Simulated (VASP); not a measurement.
The system is Mg.

```
CELL_PARAMETERS angstrom
3.20930 0.00000 0.00000
-1.60465 2.77934 0.00000
0.00000 0.00000 5.21030
ATOMIC_POSITIONS crystal
Mg 0.33333 0.66667 0.25000
Mg 0.66667 0.33333 0.75000
```

- Program: VASP 6.6.1
- Task: relaxation of volume and atoms at fixed shape
- Functional: LDA
- Potentials or basis: VASP PAW LDA potentials, release 64 (Mg)
- Cutoff: 600 eV
- k mesh: 7 × 7 × 4
- Occupations: methfessel-paxton, width 0.05 eV
- Spin: no spin polarisation

At the start: pressure -2.6 GPa; volume 23.24 Å³/atom.

Q: How do energy, volume and symmetry change on relaxing?

A: Over 3 steps the energy falls by 14.6 meV/atom and the volume is 21.58 Å³/atom (-7.1 %); space group P6_3/mmc (No. 194, to 0.05 Å).

The path:
| step | energy change (eV) | largest force (eV/Å) | pressure (GPa) | volume (Å³) |
| --- | --- | --- | --- | --- |
| 1 | 0.0000 | 0.0000 | -2.64 | 46.47 |
| 2 | -0.0274 | 0.0000 | -0.74 | 43.95 |
| 3 | -0.0293 | 0.0000 | -0.03 | 43.16 |

Final structure:
```cif
data_structure
_symmetry_space_group_name_H-M 'P 1'
_symmetry_Int_Tables_number 1
_cell_length_a 3.1312
_cell_length_b 3.1312
_cell_length_c 5.0835
_cell_angle_alpha 90.000
_cell_angle_beta 90.000
_cell_angle_gamma 120.000
_cell_volume 43.16
loop_
_atom_site_label
_atom_site_type_symbol
_atom_site_fract_x
_atom_site_fract_y
_atom_site_fract_z
_atom_site_occupancy
Mg1 Mg 0.33333 0.66667 0.25000 1
Mg2 Mg 0.66667 0.33333 0.75000 1
```
